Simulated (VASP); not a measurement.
Crystal: AlCo.

```xyz
2
Lattice="2.5968 0.0000 0.0000 0.0000 2.5968 0.0000 0.0000 0.0000 3.4036" Properties=species:S:1:pos:R:3 pbc="T T T"
Al    1.2984    1.2984    1.7018
Co    0.0000    0.0000    0.0000
```

- Program: VASP 6.6.1
- Task: relaxation of cell and atoms
- Functional: PBE
- Potentials or basis: VASP PAW PBE potentials, release 64 (Al, Co)
- Cutoff: 600 eV
- k mesh: 6 × 6 × 6
- Occupations: gaussian, width 0.1 eV
- Spin: collinear spin, ferromagnetic start
- Starting moments: [0.0, 0.22] μB

At the start: pressure 6.9 GPa; volume 11.48 Å³/atom.

Question: Where does the relaxation end?

Answer: Over 10 steps the energy falls by 164.9 meV/atom and the volume is 11.59 Å³/atom (+1.0 %); space group Pm-3m (No. 221, to 0.05 Å); moment 0.01 μB per cell.

The path:
| step | energy change (eV) | largest force (eV/Å) | pressure (GPa) | volume (Å³) |
| --- | --- | --- | --- | --- |
| 1 | 0.0000 | 0.0000 | 6.86 | 22.95 |
| 2 | -0.1325 | 0.0000 | -6.72 | 24.58 |
| 3 | -0.1394 | 0.0000 | -9.45 | 24.98 |
| 4 | -0.2429 | 0.0000 | -7.98 | 24.54 |
| 5 | -0.3091 | 0.0000 | -5.41 | 24.01 |
| 6 | -0.2182 | 0.0000 | 5.61 | 22.72 |
| 7 | -0.3211 | 0.0000 | -4.16 | 23.80 |
| 8 | -0.3265 | 0.0000 | -2.67 | 23.59 |
| 9 | -0.3267 | 0.0000 | -2.48 | 23.55 |
| 10 | -0.3299 | 0.0000 | 0.32 | 23.19 |

Final structure:
```xyz
2
Lattice="2.8509 0.0000 0.0000 0.0000 2.8509 0.0000 0.0000 0.0000 2.8527" Properties=species:S:1:pos:R:3 pbc="T T T"
Al    1.4254    1.4254    1.4264
Co    0.0000    0.0000    2.8527
```

Caveat: the k points lie up to 0.37 Å⁻¹ apart in the final cell.
